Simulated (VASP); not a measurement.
# Sn in VASP: single point with PBE

Aim: the single point of Sn with PBE.

Program: VASP 6.6.1. These are calculated values, not measurements. Logs are shortened: lines on timing, memory, paths and dates and some standing lists are left out, and cuts for length are marked.

## Step 1: The cell of the first run

The cell holds a slab with vacuum, 4 atoms: a = 4.706 Å, b = 4.706 Å, c = 20.992 Å, α = 90.00°, β = 90.00°, γ = 90.00°.

## Step 2: Single point, PBE, non-collinear spin, zero start, spin-orbit coupling

INCAR reads:

```
PREC = Accurate
ENCUT = 400
EDIFF = 1E-6
ISMEAR = -1
SIGMA = 0.02
LREAL = F
LASPH = T
NELM = 200
ALGO = Normal
ISIF = 2
LWAVE = F
LCHARG = T
LNONCOLLINEAR = T
MAGMOM = 0 0 0 0 0 0 0 0 0 0 0 0
LORBIT = 11
LSORBIT = T
GGA_COMPAT = F
LORBMOM = T
LDIPOL = T
IDIPOL = 3
DIPOL = 0.5 0.5 0.500
GGA = PE
LVHAR = T
LVACPOTAV = T
NBANDS = 70
NELMDL = -8
KPAR = 4
```

KPOINTS reads:

```
Automatic mesh
0
Gamma
  7 7 1
```

POSCAR reads:

```
Sn
1.0
    4.7064645918      0.0000000000      0.0000000000
    0.0000000000      4.7064645918      0.0000000000
    0.0000000000      0.0000000000     20.9920000000
Sn
4
Direct
    0.0000000000      0.2500000000      0.3807470336
    0.5000000000      0.2500000000      0.4590339912
    0.5000000000      0.7500000000      0.5409660077
    0.0000000000      0.7500000000      0.6192529676
```

Potentials or basis: VASP PAW PBE potentials, release 64 (Sn_d).

Command:

```
$ cat potpaw_PBE.64/Sn_d/POTCAR > POTCAR
$ mpirun -np 4 vasp_ncl > vasp.out
```

OUTCAR:

```text
PREC = Accurate
   ENCUT = 400
   EDIFF = 1E-6
   ISMEAR = -1
   LREAL = F
   LASPH = T
   NELM = 200
   ISIF = 2
   LNONCOLLINEAR = T
   LORBIT = 11
   LSORBIT = T
   GGA = PE
   NELMDL = -8

 ion  position               nearest neighbor table
   1  0.000  0.250  0.381-   2 2.87   2 2.87
   2  0.500  0.250  0.459-   1 2.87   1 2.87   3 2.91   3 2.91
   3  0.500  0.750  0.541-   4 2.87   4 2.87   2 2.91   2 2.91
   4  0.000  0.750  0.619-   3 2.87   3 2.87

  LATTYP: Found a simple tetragonal cell.
 ALAT       =     4.7064645918
 C/A-ratio  =     4.4602481524

  Lattice vectors:

 A1 = (   4.7064645918,   0.0000000000,   0.0000000000)
 A2 = (   0.0000000000,   4.7064645918,   0.0000000000)
 A3 = (   0.0000000000,   0.0000000000,  20.9920000000)

Analysis of symmetry for initial positions (statically):
=====================================================================
 Subroutine PRICEL returns:
 Original cell was already a primitive cell.

 Routine SETGRP: Setting up the symmetry group for a
 simple tetragonal supercell.

 Subroutine GETGRP returns: Found  8 space group operations
 (whereof  4 operations were pure point group operations)
 out of a pool of 16 trial point group operations.

The static configuration has the point symmetry C_2h.
 The point group associated with its full space group is D_2h.

Analysis of symmetry for dynamics (positions and initial velocities):
=====================================================================
 Subroutine PRICEL returns:
 Original cell was already a primitive cell.

 Routine SETGRP: Setting up the symmetry group for a
 simple tetragonal supercell.

 Subroutine GETGRP returns: Found  8 space group operations
 (whereof  4 operations were pure point group operations)
 out of a pool of 16 trial point group operations.

The dynamic configuration has the point symmetry C_2h.
 The point group associated with its full space group is D_2h.

Analysis of structural, dynamic, and magnetic symmetry:
=====================================================================
 Subroutine PRICEL returns:
 Original cell was already a primitive cell.

 Routine SETGRP: Setting up the symmetry group for a
 simple tetragonal supercell.

 Subroutine GETGRP returns: Found  8 space group operations
 (whereof  4 operations were pure point group operations)
 out of a pool of 16 trial point group operations.

The overall configuration has the point symmetry C_2h.
 The point group associated with its full space group is D_2h.

 Subroutine INISYM returns: Found  8 space group operations
 (whereof  4 operations are pure point group operations),
 and found     1 'primitive' translations

----------------------------------------------------------------------------------------

                                     Primitive cell

  volume of cell :     464.9898

  direct lattice vectors                    reciprocal lattice vectors
     4.706464592  0.000000000  0.000000000     0.212473712  0.000000000  0.000000000
     0.000000000  4.706464592  0.000000000     0.000000000  0.212473712  0.000000000
     0.000000000  0.000000000 20.992000000     0.000000000  0.000000000  0.047637195

  length of vectors
     4.706464592  4.706464592 20.992000000     0.212473712  0.212473712  0.047637195

  position of ions in fractional coordinates (direct lattice)
     0.000000000  0.250000000  0.380747034
     0.500000000  0.250000000  0.459033991
     0.500000000  0.750000000  0.540966008
     0.000000000  0.750000000  0.619252968

  ion indices of the primitive-cell ions
   primitive index   ion index
                 1           1
                 2           2
                 3           3
                 4           4

[... 111 lines left out ...]
  ext. energy  EPLUGINS =         0.00000000
  ---------------------------------------------------
  free energy    TOTEN  =       -13.37467992 eV

  energy without entropy =      -13.36955631  energy(sigma->0) =      -13.37211812

 E-fermi :  -1.5629     XC(G=0):  -3.4905

 val. band max:       -1.6023205443   @ k =  -0.2857   0.4286   0.0000
 cond. band min:      -1.5578532926   @ k =  -0.2857   0.4286   0.0000
 fundamental gap:      0.0444672517
 Fermi energy:        -1.5629240589

 k-point     1 :       0.0000    0.0000    0.0000
  band No.  band energies     occupation
      1     -23.4316      1.00000
      2     -23.4316      1.00000
      3     -23.4313      1.00000
      4     -23.4313      1.00000
      5     -23.3338      1.00000
      6     -23.3338      1.00000
[... 1125 lines left out ...]
     67       2.4550      0.00000
     68       2.4550      0.00000
 [bands above 68 left out]

------------------------ aborting loop because EDIFF is reached ----------------------------------------

  FORCE on cell =-STRESS in cart. coord.  units (eV):
  Direction    XX          YY          ZZ          XY          YZ          ZX
  --------------------------------------------------------------------------------------
  -------------------------------------------------------------------------------------
  Total       -0.4196655     -1.5228590      0.0263026      0.0000000     -0.0000000      0.0000000
  in kB       -1.4460072     -5.2471910      0.0906288      0.0000000     -0.0000000      0.0000000
  external PRESSURE =      -2.2008565 kB  Pullay stress =       0.0000000 kB

 VOLUME and BASIS-vectors are now :
 -----------------------------------------------------------------------------
  energy-cutoff  :      400.00
  volume of cell :      464.99
      direct lattice vectors                 reciprocal lattice vectors
     4.706464592  0.000000000  0.000000000     0.212473712  0.000000000  0.000000000
     0.000000000  4.706464592  0.000000000     0.000000000  0.212473712  0.000000000
     0.000000000  0.000000000 20.992000000     0.000000000  0.000000000  0.047637195

 POSITION                                       TOTAL-FORCE (eV/Angst)
 -----------------------------------------------------------------------------------
      0.00000      1.17662      7.99264         0.000000      0.000000     -0.029732
      2.35323      1.17662      9.63604         0.000000      0.000000      0.030535
      2.35323      3.52985     11.35596         0.000000      0.000000     -0.030535
      0.00000      3.52985     12.99936         0.000000      0.000000      0.029732
 -----------------------------------------------------------------------------------
    total drift:                                0.000000     -0.000009      0.000024

  FREE ENERGIE OF THE ION-ELECTRON SYSTEM (eV)
  ---------------------------------------------------
  free  energy   TOTEN  =       -13.3746799234 eV

  energy  without entropy=      -13.3695563123  energy(sigma->0) =      -13.37211812

 vacuum level on the upper side and lower side of the slab         2.889         2.889

 orbital moment (x)

 # of ion     p       d       tot
 ----------------------------------------
  1        -0.000  -0.000  -0.000
  2         0.000  -0.000  -0.000
  3         0.000   0.000   0.000
  4         0.000   0.000   0.000
 ----------------------------------------
           -0.000   0.000  -0.000

 orbital moment (y)

 # of ion     p       d       tot
 ----------------------------------------
  1         0.000   0.000   0.000
  2         0.000   0.000   0.000
  3         0.000   0.000   0.000
  4         0.000  -0.000   0.000
 ----------------------------------------
            0.000  -0.000   0.000

 orbital moment (z)

 # of ion     p       d       tot
 ----------------------------------------
  1         0.000   0.000   0.000
  2         0.000  -0.000  -0.000
  3         0.000   0.000   0.000
  4         0.000  -0.000  -0.000
 ----------------------------------------
            0.000  -0.000  -0.000

 Spin-Orbit-Coupling matrix elements

 Ion:    1  E_soc:     -0.1440733
 l=   1
     0.0000000    -0.0199936    -0.0162134
    -0.0199936     0.0000000    -0.0173984
    -0.0162134    -0.0173984     0.0000000
 l=   2
     0.0000000    -0.0012361     0.0000000    -0.0012314    -0.0049407
    -0.0012361     0.0000000    -0.0037082    -0.0012144    -0.0012224
     0.0000000    -0.0037082     0.0000000    -0.0036542     0.0000000
    -0.0012314    -0.0012144    -0.0036542     0.0000000    -0.0012239
    -0.0049407    -0.0012224     0.0000000    -0.0012239     0.0000000
 l=   3
     0.0000000     0.0000000     0.0000000     0.0000000     0.0000000     0.0000000     0.0000000
     0.0000000     0.0000000     0.0000000     0.0000000     0.0000000     0.0000000     0.0000000
     0.0000000     0.0000000     0.0000000     0.0000000     0.0000000     0.0000000     0.0000000
     0.0000000     0.0000000     0.0000000     0.0000000     0.0000000     0.0000000     0.0000000
[... 49 lines left out ...]
 l=   2
     0.0000000    -0.0012361     0.0000000    -0.0012314    -0.0049407
    -0.0012361     0.0000000    -0.0037082    -0.0012144    -0.0012224
     0.0000000    -0.0037082     0.0000000    -0.0036542     0.0000000
    -0.0012314    -0.0012144    -0.0036542     0.0000000    -0.0012239
    -0.0049407    -0.0012224     0.0000000    -0.0012239     0.0000000
 l=   3
     0.0000000     0.0000000     0.0000000     0.0000000     0.0000000     0.0000000     0.0000000
     0.0000000     0.0000000     0.0000000     0.0000000     0.0000000     0.0000000     0.0000000
     0.0000000     0.0000000     0.0000000     0.0000000     0.0000000     0.0000000     0.0000000
     0.0000000     0.0000000     0.0000000     0.0000000     0.0000000     0.0000000     0.0000000
     0.0000000     0.0000000     0.0000000     0.0000000     0.0000000     0.0000000     0.0000000
     0.0000000     0.0000000     0.0000000     0.0000000     0.0000000     0.0000000     0.0000000
     0.0000000     0.0000000     0.0000000     0.0000000     0.0000000     0.0000000     0.0000000

 total charge

# of ion       s       p       d       tot
------------------------------------------
    1        1.293   0.900   9.941  12.134
    2        1.194   1.122   9.958  12.274
    3        1.194   1.122   9.958  12.274
    4        1.293   0.900   9.941  12.134
--------------------------------------------------
tot          4.974   4.044  39.798  48.816

 magnetization (x)

# of ion       s       p       d       tot
------------------------------------------
    1        0.000   0.000   0.000   0.000
    2        0.000   0.000   0.000   0.000
    3        0.000   0.000   0.000   0.000
    4        0.000   0.000   0.000   0.000
--------------------------------------------------
tot          0.000   0.000   0.000   0.000

 magnetization (y)

# of ion       s       p       d       tot
------------------------------------------
    1        0.000   0.000   0.000   0.000
    2        0.000   0.000   0.000   0.000
    3        0.000   0.000   0.000   0.000
    4        0.000   0.000   0.000   0.000
--------------------------------------------------
tot          0.000   0.000   0.000   0.000

 magnetization (z)

# of ion       s       p       d       tot
------------------------------------------
    1        0.000   0.000   0.000   0.000
    2        0.000   0.000   0.000   0.000
    3        0.000   0.000   0.000   0.000
    4        0.000   0.000   0.000   0.000
--------------------------------------------------
tot          0.000   0.000   0.000   0.000
```

Run time: 4.7 min. Hardware: 4 MPI ranks of Intel Xeon 6975P-C (Granite Rapids), shared host; peak memory 1.2 GiB.

Results:

```
Free energy                                           : -13.3747 eV
Largest force                                         : 0.031 eV/Å
Net moment                                            : 0.00 μB per cell
Valence electrons inside the program's atomic spheres : Sn 12.13, 12.27 (each value once)
```

Forces in eV/Å, atoms in the order of the input:
```
Sn   0.000  0.000 -0.030
Sn   0.000  0.000  0.031
Sn   0.000  0.000 -0.031
Sn   0.000  0.000  0.030
```

Moments on the atoms (μB; x, y, z):
```
Sn  0.00 0.00 0.00
Sn  0.00 0.00 0.00
Sn  0.00 0.00 0.00
Sn  0.00 0.00 0.00
```
